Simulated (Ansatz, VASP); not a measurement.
**One calculation of SiC, two programs**

Contents of INCAR:

```
  PREC = Accurate
  ENCUT = 520
  EDIFF = 1E-7
  ISMEAR = 0
  SIGMA = 0.05
  LREAL = F
  LASPH = T
  NELM = 80
  ALGO = Normal
  ISIF = 2
  LWAVE = F
  LCHARG = F
  GGA = PE
  NBANDS = 11
```

Contents of KPOINTS:

```
regular mesh
0
Gamma
  12 12 12
```

POSCAR

```
SiC
1.0
    0.0000000000      2.2482525191      2.2482525191
    2.2482525191      0.0000000000      2.2482525191
    2.2008893327      2.2008893327      0.0473631864
Si C
1 1
Direct
    0.0000000000      0.0000000000      0.0000000000
    0.7500000000      0.7500000000      0.7500000000
```

Input for Ansatz:

```yaml
crystal:
  lattice:
    - [0.0, 2.2482525191, 2.2482525191]
    - [2.2482525191, 0.0, 2.2482525191]
    - [2.2008893327, 2.2008893327, 0.0473631864]
  atoms:
    - { symbol: Si, position: [0.0, 0.0, 0.0] }
    - { symbol: C, position: [0.75, 0.75, 0.75] }
basis:
  ecutwfc: 520.0
kpoints:
  mp_grid: { grid: [12, 12, 12] }
hamiltonian:
  xc: pbe
scf:
  occupations: { method: gaussian, width: 0.05 }
output:
  forces: true
  stress: true
  eigenvalues: true
```

Alike in both runs: task single point; functional PBE; k mesh 12 × 12 × 12; occupations gaussian, width 0.05 eV; no spin polarisation.

```csv
,VASP,Ansatz
version,VASP 6.6.1,Ansatz 0.2.0
potentials or method,"VASP PAW PBE potentials, release 64 (Si, C), cutoff 520 eV","scalar-relativistic, plane waves, PAW"
valence electrons in the cell,8,8
```

VASP gave:

- gap on the k mesh at the Fermi level (eV): 1.30
- least direct gap on the mesh (eV): 4.29
- pressure (GPa): -8.8
- traceless stress, the component that is largest in VASP (GPa): 5.09
- rms of the force components (eV/Å): 0.141

**Question.** Estimate Ansatz's values.

**Answer.** gap on the k mesh at the Fermi level (eV): 1.30; least direct gap on the mesh (eV): 4.30; pressure (GPa): -8.8; traceless stress, the component that is largest in VASP (GPa): 5.07; rms of the force components (eV/Å): 0.141.

Atom by atom the forces differ by 0.000 eV/Å (rms over components). The functional is the same, so the differences come from potentials, cutoffs and numerics.
